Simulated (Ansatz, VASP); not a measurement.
**Two plane-wave programs on Au**

```
CELL_PARAMETERS angstrom
4.66919 0.00000 0.00000
-2.33460 4.04364 0.00000
0.00000 0.00000 2.77897
ATOMIC_POSITIONS crystal
Au 0.00000 0.00000 0.00000
Au 0.33333 0.66667 0.50000
Au 0.66667 0.33333 0.50000
```

Alike in both runs: task single point; functional BLYP; k mesh 9 × 9 × 12; occupations fermi-dirac, width 0.1 eV; no spin polarisation.

|  | VASP | Ansatz |
| --- | --- | --- |
| version | VASP 6.6.1 | Ansatz 0.2.0 |
| potentials or method | VASP PAW PBE potentials, release 64 (Au), cutoff 520 eV | plane waves (420 eV) with PAW, scalar-relativistic |
| valence electrons in the cell | 33 | 57 |

VASP gave:

```
pressure (GPa)                                                : 18.9
traceless stress, the component that is largest in VASP (GPa) : -1.23
```

Q: What did Ansatz give for the same quantities?

A: Pressure (GPa): 18.1; traceless stress, the component that is largest in VASP (GPa): -1.29.

VASP's potentials were made for PBE, not for BLYP. VASP's potentials hold 33 valence electrons a cell and Ansatz's 57, so a difference there can come from the potentials and not from the codes.

Neither program's run includes spin-orbit coupling.
